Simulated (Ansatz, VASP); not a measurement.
FePt: VASP beside Ansatz

```
CELL_PARAMETERS angstrom
2.98630 0.00000 0.00000
0.00000 2.98630 0.00000
0.00000 0.00000 2.98630
ATOMIC_POSITIONS crystal
Fe 0.00000 0.00000 0.00000
Pt 0.50000 0.50000 0.50000
```

Alike in both runs: functional PBE; k mesh 14 × 14 × 14; occupations gaussian, width 0.1 eV; no spin polarisation.

Ansatz relaxed the structure, and its values are those at the end. VASP's run is a single point on that final structure, the one shown.

|  | VASP | Ansatz |
| --- | --- | --- |
| version | VASP 6.6.1 | Ansatz 0.2.0 |
| potentials or method | VASP PAW PBE potentials, release 64 (Fe, Pt), cutoff 520 eV | scalar-relativistic, plane waves, PAW |
| valence electrons in the cell | 18 | 34 |

|  | VASP | Ansatz | Ansatz less VASP |
| --- | --- | --- | --- |
| gap on the k mesh at the Fermi level (eV) | none | none | - |
| pressure (GPa) | -0.4 | 0.0 | +0.45 |

A gap of «none» marks a metal or a gap that the smearing closes. VASP's potentials hold 18 valence electrons a cell and Ansatz's 34, so a difference there can come from the potentials and not from the codes.

Spin-orbit coupling is off throughout.
